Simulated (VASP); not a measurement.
# CaO (Fm-3m) in VASP: a series of runs, part 2 of 2

VASP 6.6.1. Earlier steps stand in the parts before.

## Step 3: Single point, PBEsol

This run uses another cell than the first one, of 13.89 Å³/atom, 1.042 times its volume.

Contents of INCAR:

```
ALGO = Normal ; EDIFF = 1E-6
ENCUT = 520 ; GGA = PS
ISIF = 2 ; ISMEAR = -1
LASPH = True ; LCHARG = False
LREAL = False ; LWAVE = False
NBANDS = 15 ; NELM = 60
PREC = Accurate ; SIGMA = 0.05
```

Contents of KPOINTS:

```
k-points
0
Gamma
  10 10 10
```

Contents of POSCAR:

```
CaO
1.0
    0.0000000000      2.4035556960      2.4035556960
    2.4035556960      0.0000000000      2.4035556960
    2.4035556960      2.4035556960      0.0000000000
Ca O
1 1
Direct
    0.0000000000      0.0000000000      0.0000000000
    0.5000000000      0.5000000000      0.5000000000
```

Potentials or basis: VASP PAW PBE potentials, release 64 (Ca_sv, O).

Launch:

```console
> cat potpaw_PBE.64/Ca_sv/POTCAR potpaw_PBE.64/O/POTCAR > POTCAR
> mpirun -np 1 vasp_std > vasp.out
```

Wall time 20 s (1 thread of AMD EPYC 7R43 (Zen 3), shared host); peak memory 0.14 GiB.

It converged, with:

| Property | Result |
| --- | --- |
| Free energy | -13.4083 eV |
| Pressure | -2.2 GPa |
| Band gap on the k mesh | 3.53 eV, indirect (least direct gap 3.91 eV) |

Levels at points of the mesh, in eV from the valence-band top:
| k point | band 5 | band 6 | band 7 | band 8 | band 9 | band 10 | band 11 | band 12 |
| --- | --- | --- | --- | --- | --- | --- | --- | --- |
| (0.00, 0.00, 0.00) | -15.44 | 0.00 | 0.00 | 0.00 | 4.56 | 6.19 | 6.19 | 6.19 |
| (0.50, 0.00, 0.00) | -14.21 | -2.69 | -1.22 | -1.22 | 7.01 | 8.33 | 8.37 | 8.37 |
| (0.50, 0.50, 0.00) | -15.20 | -1.32 | -0.38 | -0.38 | 3.53 | 8.04 | 8.92 | 9.59 |

Caveat: the PAW data sets were made with another functional, which shifts forces and pressure a little. A k mesh can miss the band edges.

## Step 4: Single point, PBEsol

This run uses another cell than the first one, of 13.61 Å³/atom, 1.021 times its volume.

Contents of INCAR:

```
SYSTEM = CaO
PREC = Accurate ; ENCUT = 520
EDIFF = 1E-6 ; ISMEAR = -1
SIGMA = 0.05 ; LREAL = .False.
LASPH = .True. ; NELM = 80
ALGO = Normal ; ISIF = 2
LWAVE = .False. ; LCHARG = .False.
GGA = PS ; NBANDS = 15
```

Contents of KPOINTS:

```
regular mesh
0
Gamma
  10 10 10
  0 0 0
```

Contents of POSCAR:

```
CaO
1.0
    0.0000000000      2.3874239637      2.3874239637
    2.3874239637      0.0000000000      2.3874239637
    2.3874239637      2.3874239637      0.0000000000
Ca O
1 1
Direct
    0.0000000000      0.0000000000      0.0000000000
    0.5000000000      0.5000000000      0.5000000000
```

Potentials or basis: VASP PAW PBE potentials, release 64 (Ca_sv, O).

Launch:

```console
> cat potpaw_PBE.64/Ca_sv/POTCAR potpaw_PBE.64/O/POTCAR > POTCAR
> mpirun -np 1 vasp_std > vasp.out
```

OUTCAR:

```text
SYSTEM = CaO
   PREC = Accurate
   ENCUT = 520
   EDIFF = 1E-6
   ISMEAR = -1
   LREAL = .False.
   LASPH = .True.
   NELM = 80
   ISIF = 2
   GGA = PS

 ion  position               nearest neighbor table
   1  0.000  0.000  0.000-   2 2.39   2 2.39   2 2.39   2 2.39   2 2.39   2 2.39
   2  0.500  0.500  0.500-   1 2.39   1 2.39   1 2.39   1 2.39   1 2.39   1 2.39

  LATTYP: Found a face centered cubic cell.
 ALAT       =     4.7748479274

  Lattice vectors:

[... 617 lines left out ...]
 [... further k-points ...]

------------------------ aborting loop because EDIFF is reached ----------------------------------------

  FORCE on cell =-STRESS in cart. coord.  units (eV):
  Direction    XX          YY          ZZ          XY          YZ          ZX
  --------------------------------------------------------------------------------------
  -------------------------------------------------------------------------------------
  Total        0.0080698      0.0080698      0.0080698      0.0000000      0.0000000      0.0000000
  in kB        0.4750674      0.4750674      0.4750674      0.0000000      0.0000000      0.0000000
  external PRESSURE =       0.4750674 kB  Pullay stress =       0.0000000 kB

 VOLUME and BASIS-vectors are now :
 -----------------------------------------------------------------------------
  energy-cutoff  :      520.00
  volume of cell :       27.22
      direct lattice vectors                 reciprocal lattice vectors
     0.000000000  2.387423964  2.387423964    -0.209430754  0.209430754  0.209430754
     2.387423964  0.000000000  2.387423964     0.209430754 -0.209430754  0.209430754
     2.387423964  2.387423964  0.000000000     0.209430754  0.209430754 -0.209430754

 POSITION                                       TOTAL-FORCE (eV/Angst)
 -----------------------------------------------------------------------------------
      0.00000      0.00000      0.00000         0.000000     -0.000000     -0.000000
      2.38742      2.38742      2.38742        -0.000000      0.000000      0.000000
 -----------------------------------------------------------------------------------
    total drift:                                0.000000      0.000000      0.000000

  FREE ENERGIE OF THE ION-ELECTRON SYSTEM (eV)
  ---------------------------------------------------
  free  energy   TOTEN  =       -13.4112567952 eV

  energy  without entropy=      -13.4112567952  energy(sigma->0) =      -13.41125680
```

OSZICAR:

```text
N       E                     dE             d eps       ncg     rms          rms(c)
DAV:   1     0.119936694867E+03    0.11994E+03   -0.84554E+03  1410   0.110E+03
DAV:   2    -0.989737911852E+01   -0.12983E+03   -0.12150E+03  1739   0.287E+02
DAV:   3    -0.147983748050E+02   -0.49010E+01   -0.48678E+01  1676   0.575E+01
DAV:   4    -0.149309814642E+02   -0.13261E+00   -0.13249E+00  1983   0.859E+00
DAV:   5    -0.149326168426E+02   -0.16354E-02   -0.16353E-02  1664   0.872E-01    0.807E+00
DAV:   6    -0.135078227977E+02    0.14248E+01   -0.42602E+00  1600   0.208E+01    0.351E+00
DAV:   7    -0.134277430393E+02    0.80080E-01   -0.35884E-01  1599   0.630E+00    0.177E+00
DAV:   8    -0.134121455501E+02    0.15597E-01   -0.70987E-02  1830   0.288E+00    0.394E-01
DAV:   9    -0.134109117856E+02    0.12338E-02   -0.47978E-03  1452   0.576E-01    0.102E-01
DAV:  10    -0.134112855894E+02   -0.37380E-03   -0.50184E-04  1726   0.258E-01    0.476E-02
DAV:  11    -0.134112574608E+02    0.28129E-04   -0.40306E-05  1961   0.894E-02    0.593E-03
DAV:  12    -0.134112567952E+02    0.66556E-06   -0.63345E-06  1635   0.274E-02
   1 F= -.13411257E+02 E0= -.13411257E+02  d E =-.740737E-11
```

stdout:

```text
POSCAR found type information on POSCAR CaO
 POSCAR found :  2 types and       2 ions
 scaLAPACK will be used
 -----------------------------------------------------------------------------
|                                                                             |
|                                                                             |
|     You enforced a specific xc type in the INCAR file but a different       |
|     I HOPE YOU KNOW WHAT YOU ARE DOING!                                     |
|                                                                             |
 -----------------------------------------------------------------------------

 LDA part: xc-table for (Slater+PW92), standard interpolation
 POSCAR, INCAR and KPOINTS ok, starting setup
 FFT: planning ... GRIDC
 FFT: planning ... GRID_SOFT
 FFT: planning ... GRID
 WAVECAR not read
 entering main loop
```

Run time: 19 s. Hardware: 1 thread of AMD EPYC 7R43 (Zen 3), shared host; peak memory 0.13 GiB.

What came out:

```
Free energy            : -13.4113 eV
Pressure               : 0.0 GPa
Band gap on the k mesh : 3.52 eV, indirect (least direct gap 3.90 eV)
```

Caveat: the PAW data sets were made with another functional, which shifts forces and pressure a little. Expect the measured gap to be larger: semilocal functionals such as PBEsol lack the derivative discontinuity.

## Step 5: Single point, PBEsol

This run uses another cell than the first one, of 14.16 Å³/atom, 1.063 times its volume.

Contents of INCAR:

```
  PREC = Accurate
  ENCUT = 520
  EDIFF = 1E-6
  ISMEAR = -1
  SIGMA = 0.05
  LREAL = False
  LASPH = True
  NELM = 100
  ALGO = Normal
  ISIF = 2
  LWAVE = False
  LCHARG = False
  GGA = PS
  NBANDS = 15
```

Contents of KPOINTS:

```
Automatic mesh
0
Gamma
  10 10 10
```

Contents of POSCAR:

```
CaO
1.0
    0.0000000000      2.4194737473      2.4194737473
    2.4194737473      0.0000000000      2.4194737473
    2.4194737473      2.4194737473      0.0000000000
Ca O
1 1
Direct
    0.0000000000      0.0000000000      0.0000000000
    0.5000000000      0.5000000000      0.5000000000
```

Launch:

```console
> cat potpaw_PBE.64/Ca_sv/POTCAR potpaw_PBE.64/O/POTCAR > POTCAR
> mpirun -np 1 vasp_std > vasp.out
```

Run time: 33 s. Hardware: 1 thread of AMD EPYC 7R43 (Zen 3), shared host; peak memory 0.13 GiB.

Results (log left out):

```
Free energy            : -13.3979 eV
Pressure               : -4.2 GPa
Band gap on the k mesh : 3.54 eV, indirect (least direct gap 3.93 eV)
```

Levels at points of the mesh, in eV from the valence-band top:
```
           k point  band 6  band 7  band 8  band 9  band 10  band 11
(0.00, 0.00, 0.00)    0.00    0.00    0.00    4.40     6.15     6.15
(0.50, 0.00, 0.00)   -2.65   -1.18   -1.18    6.92     8.18     8.27
(0.50, 0.50, 0.00)   -1.33   -0.38   -0.38    3.54     7.89     8.81
```

Caveat: the PAW data sets were made with another functional, which shifts forces and pressure a little.

## Step 6: Summary

| cell | gap on the mesh (eV) | pressure (GPa) |
| --- | --- | --- |
| a = 3.353 Å, angles 60.0°, 2 atoms | 3.51 | 2.5 |
| a = 3.399 Å, angles 60.0°, 2 atoms | 3.53 | -2.2 |
| a = 3.376 Å, angles 60.0°, 2 atoms | 3.52 | 0.0 |
| a = 3.422 Å, angles 60.0°, 2 atoms | 3.54 | -4.2 |

Alike in all rows: task single point; level PBEsol; potentials or basis VASP PAW PBE potentials, release 64 (Ca_sv, O); no spin polarisation; k mesh 10 × 10 × 10; cutoff (eV) 520; smearing fermi-dirac 0.05 eV.

Caveats: the PAW data sets were made with another functional, which shifts forces and pressure a little.

Total energies depend on the potentials used, so only differences within one code and one set of settings carry meaning.
